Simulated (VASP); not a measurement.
Here is a VASP 6.6.1 calculation.

File INCAR:

```
  PREC = Accurate
  ENCUT = 520
  EDIFF = 1E-6
  ISMEAR = 0
  SIGMA = 0.02
  LREAL = False
  LASPH = True
  NELM = 100
  ALGO = Normal
  ISIF = 2
  LWAVE = False
  LCHARG = False
  GGA = PS
  NBANDS = 24
```

Contents of KPOINTS:

```
Automatic mesh
0
Gamma
  9 9 6
```

File POSCAR:

```
SrO
1.0
    4.2754662656      0.0000000000      0.0000000000
   -2.1377331328      3.7026623990      0.0000000000
    0.0000000000      0.0000000000      5.1555949900
Sr O
2 2
Direct
    0.3333333300      0.6666666700      0.9381277000
    0.6666666700      0.3333333300      0.4381277000
    0.3333333300      0.6666666700      0.4368723000
    0.6666666700      0.3333333300      0.9543290630
```

Potentials or basis: VASP PAW PBE potentials, release 64 (Sr_sv, O).

The run is started by

```sh
$ cat potpaw_PBE.64/Sr_sv/POTCAR potpaw_PBE.64/O/POTCAR > POTCAR
$ mpirun -np 1 vasp_std > vasp.out
```

**Question.** Predict the pressure.

**Answer.** -1.4 GPa.

**Question.** Estimate the band gap on the k mesh.

**Answer.** 2.50 eV.

Stress tensor (GPa, compression positive):
```
-1.47  0.00  0.00
 0.00 -1.47  0.00
 0.00  0.00 -1.37
```

Caveat: the cell differs from its parent crystal (one atom moved); the PAW data sets were made with another functional, which shifts forces and pressure a little; an odd mesh through Γ misses points on the zone boundary, where band edges can lie.
